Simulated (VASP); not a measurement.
# TaH (Cccm) in VASP: single point with PBE

Aim: the single point of TaH with PBE.

All numbers are computed with VASP 6.6.1; they aren't measurements. Logs are shortened: lines on timing, memory, paths and dates and some standing lists are left out, and cuts for length are marked.

## Step 1: The cell of the first run

The structure is orthorhombic, space group Cccm (No. 66). Conventional cell: a = 3.508 Å, b = 4.835 Å, c = 4.880 Å, α = 90.00°, β = 90.00°, γ = 90.00°. Within 2.6 Å of Ta (site symmetry 2/m) lie 4 H at 1.93 Å. Within 2.6 Å of H (site symmetry 222) lie 4 Ta at 1.93 Å and 2 H at 2.44 Å.

## Step 2: Single point, PBE

Input file INCAR:

```
ALGO = Normal
EDIFF = 1E-6
ENCUT = 520
GGA = PE
ISIF = 2
ISMEAR = 0
LASPH = True
LCHARG = True
LELF = True
LREAL = False
LVHAR = True
LWAVE = False
NBANDS = 20
NELM = 60
PREC = Accurate
SIGMA = 0.1
```

Input file KPOINTS:

```
k-points
0
Gamma
  12 12 8
```

Input file POSCAR:

```
TaH
1.0
    1.7539854859     -2.4176732899      0.0000000000
    1.7539854859      2.4176732899      0.0000000000
    0.0000000000      0.0000000000      4.8801386594
Ta H
2 2
Direct
    0.5000000000      0.0000000000      0.0000000000
    0.0000000000      0.5000000000      0.5000000000
    0.0000000000      0.0000000000      0.7500000000
    0.0000000000      0.0000000000      0.2500000000
```

Potentials or basis: VASP PAW PBE potentials, release 64 (Ta_pv, H).

Started as:

```console
cat potpaw_PBE.64/Ta_pv/POTCAR potpaw_PBE.64/H/POTCAR > POTCAR
mpirun -np 1 vasp_std > vasp.out
```

OUTCAR:

```text
EDIFF = 1E-6
   ENCUT = 520
   GGA = PE
   ISIF = 2
   ISMEAR = 0
   LASPH = True
   LREAL = False
   NELM = 60
   PREC = Accurate

 ion  position               nearest neighbor table
   1  0.500  0.000  0.000-   3 1.93   4 1.93   3 1.93   4 1.93   2 3.01   2 3.01   2 3.01   2 3.01
                             2 3.43   2 3.43   2 3.43   2 3.43
   2  0.000  0.500  0.500-   3 1.93   4 1.93   3 1.93   4 1.93   1 3.01   1 3.01   1 3.01   1 3.01
                             1 3.43   1 3.43   1 3.43   1 3.43
   3  0.000  0.000  0.750-   1 1.93   2 1.93   2 1.93   1 1.93
   4  0.000  0.000  0.250-   1 1.93   2 1.93   2 1.93   1 1.93

  LATTYP: Found a base centered orthorhombic cell.
 ALAT       =     3.5079709718
 B/A-ratio  =     1.3783884242
 C/A-ratio  =     1.3911570816

  Lattice vectors:

 A1 = (   1.7539854859,  -2.4176732899,   0.0000000000)
 A2 = (   1.7539854859,   2.4176732899,   0.0000000000)
 A3 = (   0.0000000000,   0.0000000000,   4.8801386594)

Analysis of symmetry for initial positions (statically):
=====================================================================
 Subroutine PRICEL returns:
 Original cell was already a primitive cell.

 Routine SETGRP: Setting up the symmetry group for a
 base centered orthorhombic supercell.

 Subroutine GETGRP returns: Found  8 space group operations
 (whereof  4 operations were pure point group operations)
 out of a pool of  8 trial point group operations.

The static configuration has the point symmetry C_2h.
 The point group associated with its full space group is D_2h.

Analysis of symmetry for dynamics (positions and initial velocities):
=====================================================================
 Subroutine PRICEL returns:
 Original cell was already a primitive cell.

 Routine SETGRP: Setting up the symmetry group for a
 base centered orthorhombic supercell.

 Subroutine GETGRP returns: Found  8 space group operations
 (whereof  4 operations were pure point group operations)
 out of a pool of  8 trial point group operations.

The dynamic configuration has the point symmetry C_2h.
 The point group associated with its full space group is D_2h.

 Subroutine INISYM returns: Found  8 space group operations
 (whereof  4 operations are pure point group operations),
 and found     1 'primitive' translations

----------------------------------------------------------------------------------------

[... 90 lines left out ...]
   ISPIN  =      1    spin polarized calculation?
   LNONCOLLINEAR =      F non collinear calculations
   LSORBIT =      F    spin-orbit coupling
   LASPH  =      T    aspherical Exc in radial PAW
   ENCUT  =  520.0 eV  38.22 Ry    6.18 a.u.   5.55  5.55  9.07*2*pi/ulx,y,z
   NELM   =     60;   NELMIN=  2; NELMDL= -5     # of ELM steps
   EDIFF  = 0.1E-05   stopping-criterion for ELM
   LREAL  =      F    real-space projection
   EDIFFG = 0.1E-04   stopping-criterion for IOM
   NSW    =      0    number of steps for IOM
   IBRION =     -1    ionic relax: 0-MD 1-quasi-New 2-CG
   NFREE  =      0    steps in history (QN), initial steepest desc. (CG)
   ISIF   =      2    stress and relaxation
   ISYM   =      2    0-nonsym 1-usesym 2-fastsym
   POTIM  = 0.5000    time-step for ionic-motion
   TEBEG  =    0.0;   TEEND  =   0.0 temperature during run
   PSTRESS=    0.0 pullay stress
   NELECT =      24.0000    total number of electrons
   NUPDOWN=      -1.0000    fix difference up-down
   EMIN   =  10.00;   EMAX   =-10.00  energy-range for DOS
   EFERMI =   0.00;   METHOD = LEGACY
   ISMEAR =     0;   SIGMA  =   0.10  broadening in eV -4-tet -1-fermi 0-gaus
   EFERMI_NEDOS =   21; number of points for ismear=-14 and -15
   IALGO  =     38    algorithm
   IMIX   =      4    mixing-type and parameters
     AMIX     =   0.40;   BMIX     =  1.00
     AMIX_MAG =   1.60;   BMIX_MAG =  1.00
  volume/ion in A,a.u.               =      10.35        69.83
  Fermi-wavevector in a.u.,A,eV,Ry     =   1.365159  2.579777 25.356631  1.863660
  Thomas-Fermi vector in A             =   2.491412
   LORBIT       =      0    0 simple, 1 ext, 2 COOP (PROOUT), +10 PAW based schemes
   GGA     = PE    functional components
   LHFCALC =     F    Hartree Fock is set to
   AEXX    =    0.0000 exact exchange contribution
   IVDW    =     0    specifies the selected vdW correction
   LEPSILON=     F    determine dielectric tensor
   LRPA    =     F    only Hartree local field effects (RPA)
 non-spin polarized calculation
 Gauss-broadening in eV      SIGMA  =   0.10
  energy-cutoff  :      520.00
  volume of cell :       41.39
 maximum number of plane-waves:      1144
 NGX is ok and might be reduce to    24
   NGX = 11   NGY = 11   NGZ = 19

 number of electron      24.0000000 magnetization

 Free energy of the ion-electron system (eV)
  ---------------------------------------------------
  ext. energy  EPLUGINS =         0.00000000
  ---------------------------------------------------
  free energy    TOTEN  =       -31.04447799 eV

  energy without entropy =      -31.04013400  energy(sigma->0) =      -31.04230599

 E-fermi :   6.0491     XC(G=0): -12.3906

 val. band max:        6.0241678927   @ k =  -0.2500   0.2500   0.0000
 cond. band min:       6.0572203978   @ k =   0.0833   0.0833   0.0000
 fundamental gap:      0.0330525052
 Fermi energy:         6.0491116037

 k-point     1 :       0.0000    0.0000    0.0000
  band No.  band energies     occupation
      1     -29.1689      2.00000
      2     -28.6174      2.00000
      3     -28.4536      2.00000
      4     -28.3578      2.00000
      5     -28.2959      2.00000
      6     -28.2178      2.00000
[... 541 lines left out ...]
     19      13.6948      0.00000
     20      13.7412      0.00000

 [... further k-points ...]
[... 5 lines left out ...]
  --------------------------------------------------------------------------------------
  -------------------------------------------------------------------------------------
  Total        0.0216206      0.0437577      0.0466668     -0.0000000      0.0000000      0.0000000
  in kB        0.8369373      1.6938665      1.8064802     -0.0000000      0.0000000      0.0000000
  external PRESSURE =       1.4457613 kB  Pullay stress =       0.0000000 kB

 VOLUME and BASIS-vectors are now :
 -----------------------------------------------------------------------------
  energy-cutoff  :      520.00
  volume of cell :       41.39
      direct lattice vectors                 reciprocal lattice vectors
     1.753985486 -2.417673290  0.000000000     0.285065073 -0.206810408  0.000000000
     1.753985486  2.417673290  0.000000000     0.285065073  0.206810408  0.000000000
     0.000000000  0.000000000  4.880138659     0.000000000  0.000000000  0.204912210

 POSITION                                       TOTAL-FORCE (eV/Angst)
 -----------------------------------------------------------------------------------
      0.87699     -1.20884      0.00000         0.000000     -0.000000      0.000000
      0.87699      1.20884      2.44007        -0.000000     -0.000000      0.000000
      0.00000      0.00000      3.66010        -0.000000     -0.000000     -0.000000
      0.00000      0.00000      1.22003        -0.000000      0.000000      0.000000
 -----------------------------------------------------------------------------------
    total drift:                                0.000000     -0.000000     -0.000000

  FREE ENERGIE OF THE ION-ELECTRON SYSTEM (eV)
  ---------------------------------------------------
  free  energy   TOTEN  =       -31.0444779908 eV

  energy  without entropy=      -31.0401339952  energy(sigma->0) =      -31.04230599
```

stdout:

```text
POSCAR found type information on POSCAR TaH
 POSCAR found :  2 types and       4 ions
 scaLAPACK will be used
 LDA part: xc-table for (Slater+PW92), standard interpolation
 POSCAR, INCAR and KPOINTS ok, starting setup
 FFT: planning ... GRIDC
 FFT: planning ... GRID_SOFT
 FFT: planning ... GRID
 WAVECAR not read
 entering main loop
```

Run time: 43 s. Hardware: 1 thread of Intel Xeon 6975P-C (Granite Rapids), shared host; peak memory 0.27 GiB.

Results:

```yaml
Free_energy: -31.0445 eV
Pressure: 0.1 GPa
Band_gap_on_the_k_mesh: zero (band 12 reaches 8.47 eV, above the bottom of band 13 at 5.15 eV)
```

Stress tensor (GPa, compression positive):
```
0.08 0.00 0.00
0.00 0.17 0.00
0.00 0.00 0.18
```

Caveat: spin-orbit coupling is left out, which moves the levels of the heavy elements.
